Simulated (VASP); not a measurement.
Runs of VASP 6.6.1 on CuO. The structure is that of space group F-43m (No. 216), or close to it. The cells are those of the table. 

```csv
level,potentials or basis,cell,k mesh,cutoff (eV),grid for exact exchange (PRECFOCK),share of exact exchange,screening parameter,gap on the mesh (eV),pressure (GPa)
PBE,"VASP PAW PBE potentials, release 64 (Cu, O)","a = 3.324, b = 3.324, c = 3.291 Å, angles 60.3, 60.3, 59.3°, 2 atoms",8 × 8 × 8,520,-,-,-,none,-10.8
HSE06,"VASP PAW PBE potentials, release 64 (Cu, O)","a = 3.291 Å, angles 60.0°, 2 atoms",6 × 6 × 6,520,Normal,0.25,0.2079 1/Å,none,-13.0
BLYP,"VASP PAW PBE potentials, release 64 (Cu_sv_GW, O_h)","a = 3.224 Å, angles 60.0°, 2 atoms",10 × 10 × 10,1340,-,-,-,none,(b)
PBE0,"VASP PAW PBE potentials, release 64 (Cu, O)","a = 3.291 Å, angles 60.0°, 2 atoms",6 × 6 × 6,520,Normal,0.25,-,none,(a)
PBE,"VASP PAW PBE potentials, release 64 (Cu, O)","a = 3.358, b = 3.358, c = 3.291 Å, angles 60.7, 60.7, 58.7°, 2 atoms",8 × 8 × 8,520,-,-,-,none,-12.4
```

Alike in all rows: task single point; no spin polarisation; smearing fermi-dirac 0.05 eV.

Problem. Fill in the values left out.

Solution. (a) -13.2; (b) 1.9.

Caveats: some runs use coarse meshes; an odd number of electrons without spin polarisation forces a metal; a magnetic or distorted state may lie lower; semilocal functionals often make such compounds metallic where correlation or magnetic order opens a gap, which also shifts bond lengths (at least some runs); the PAW data sets were made with another functional, which shifts forces and pressure a little (at least some runs); the cell stands under tension (at least some runs).

A gap of «none» marks levels without a gap at the run's occupations.

The runs don't all hold the same shells in valence.
